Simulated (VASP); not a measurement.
Here is a VASP 6.6.1 calculation.

The input INCAR:

```
SYSTEM = Si
PREC = Accurate ; ENCUT = 520
EDIFF = 1E-7 ; ISMEAR = 0
SIGMA = 0.05 ; LREAL = .FALSE.
LASPH = .TRUE. ; NELM = 100
ALGO = Normal ; ISIF = 2
LWAVE = .FALSE. ; LCHARG = .FALSE.
LDIPOL = .TRUE. ; IDIPOL = 3
DIPOL = 0.5 0.5 0.500 ; GGA = PE
NBANDS = 21
```

The input KPOINTS:

```
Automatic mesh
0
G
  9 9 1
  0 0 0
```

Contents of POSCAR:

```
Si
1.0
    3.8512806267      0.0000000000      0.0000000000
   -1.9256403134      3.3353068598      0.0000000000
    0.0000000000      0.0000000000     22.1661364135
Si
6
Direct
    0.6666666667      0.3333333333      0.3433270093
    0.3333333333      0.6666666667      0.3740020243
    0.3333333333      0.6666666667      0.4827863151
    0.6666666667      0.3333333333      0.5172129465
    0.6666666667      0.3333333333      0.6260003383
    0.3333333333      0.6666666667      0.6566713665
```

Potentials or basis: VASP PAW PBE potentials, release 64 (Si).

Command:

```console
$ cat potpaw_PBE.64/Si/POTCAR > POTCAR
$ mpirun -np 1 vasp_std > vasp.out
```

(1) Predict the largest force.

(2) Estimate the band gap on the k mesh.

## Answers

(1) 0.006 eV/Å.

(2) zero (band 12 reaches -0.18 eV, above the bottom of band 13 at -0.32 eV).
